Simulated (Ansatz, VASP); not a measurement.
## C: VASP beside Ansatz

INCAR

```
PREC     = Accurate       # precision mode
ENCUT    = 520            # plane-wave cutoff, eV
EDIFF    = 1E-7           # SCF threshold, eV
ISMEAR   = -1             # smearing method
SIGMA    = 0.05           # smearing width, eV
LREAL    = False          # projectors in reciprocal space
LASPH    = True           # aspherical terms in the spheres
NELM     = 60             # most SCF steps
ALGO     = Normal         # electronic algorithm
ISIF     = 2              # what is computed and relaxed
LWAVE    = False          # write WAVECAR
LCHARG   = True           # write CHGCAR
GGA      = PE             # functional
LELF     = True           # ELF
LVHAR    = True         
NBANDS   = 11             # bands
```

KPOINTS

```
Automatic mesh
0
Gamma
  18 18 18
```

File POSCAR:

```
C
1.0
    0.0000000000      2.1340664971      3.3591230053
    1.2320797642      0.0000000000      3.3591230053
    1.2320797642      2.1340664971      0.0000000000
C
2
Direct
    0.1666700000      0.8333300000      0.1666700000
    0.8333300000      0.1666700000      0.8333300000
```

Input for Ansatz:

```yaml
crystal:
  lattice:
    - [0.0, 2.1340664971, 3.3591230053]
    - [1.2320797642, 0.0, 3.3591230053]
    - [1.2320797642, 2.1340664971, 0.0]
  atoms:
    - { symbol: C, position: [0.16667, 0.83333, 0.16667] }
    - { symbol: C, position: [0.83333, 0.16667, 0.83333] }
kpoints:
  mp_grid: { grid: [18, 18, 18] }
  band_path:
    path:
      - [0.0, 0.0, 0.0]
      - [0.5, 0.0, 0.5]
      - [1.0, 0.5, 0.5]
      - [0.5, 0.5, 0.0]
      - [0.0, 0.0, 0.0]
      - [0.0, 0.3669630913, 0.3669630913]
      - [1.0, 0.6330369087, 0.6330369087]
      - [1.0, 0.5, 0.5]
      - [0.5, 0.0, 0.5]
    npoints: 5
scf:
  occupations: { method: fermi_dirac, width: 0.05 }
hamiltonian:
  xc: pbe
  pseudopotentials: { kind: all_electron, lapw: { basis_error: 0.00025 } }
output:
  forces: true
  stress: true
  eigenvalues: true
```

Change from the starting cell: volume scaled by 1.01.

Alike in both runs: task single point; functional PBE; k mesh 18 × 18 × 18; occupations fermi-dirac, width 0.05 eV; no spin polarisation.

|  | VASP | Ansatz |
| --- | --- | --- |
| version | VASP 6.6.1 | Ansatz 0.2.0 |
| potentials or method | VASP PAW PBE potentials, release 64 (C), cutoff 520 eV | all-electron LAPW, scalar-relativistic |

```tsv
	VASP	Ansatz	Ansatz less VASP
pressure (GPa)	2.2	1.7	-0.52
traceless stress, the component that is largest in VASP (GPa)	1.53	2.12	+0.597
```

Ansatz ran all-electron here, and VASP with PAW potentials.
